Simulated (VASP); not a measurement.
Al2Pt: single point with PBE

The system is Al2Pt.

```
CELL_PARAMETERS angstrom
0.00000 2.89468 2.89468
2.89468 0.00000 2.89468
2.89468 2.89468 0.00000
ATOMIC_POSITIONS crystal
Pt 0.00000 0.00000 0.00000
Al 0.75000 0.75000 0.75000
Al 0.25000 0.25000 0.25000
```

```yaml
Program: VASP 6.6.1
Task: single point
Functional: PBE
Potentials_or_basis: VASP PAW PBE potentials, release 64 (Pt, Al)
Cutoff: 520 eV
k_mesh: 8 × 8 × 8
Occupations: fermi-dirac, width 0.05 eV
Spin: no spin polarisation
```

- Pressure: 12.2 GPa
- Band gap on the k mesh: zero (band 8 reaches 12.52 eV, above the bottom of band 9 at 6.93 eV)

Levels at points of the mesh, in eV from the Fermi level:
```
           k point  band 4  band 5  band 6  band 7  band 8  band 9  band 10  band 11  band 12  band 13
(0.00, 0.00, 0.00)   -5.37   -3.94   -3.94    3.45    3.89    3.89     3.89     5.79     5.79     5.79
(0.50, 0.00, 0.00)   -5.04   -3.89   -3.69   -3.69    1.04    1.04     3.91     5.44     5.44     5.99
(0.50, 0.50, 0.00)   -4.00   -4.00   -3.59   -3.38   -1.71   -1.71     3.50     3.61     8.11    11.34
```

Wall time 14 s on 1 thread of Intel(R) Xeon(R) Platinum 8559C (Emerald Rapids), on a shared host, peak memory 0.17 GiB.

Caveat: spin-orbit coupling is left out, which moves the levels of the heavy elements.
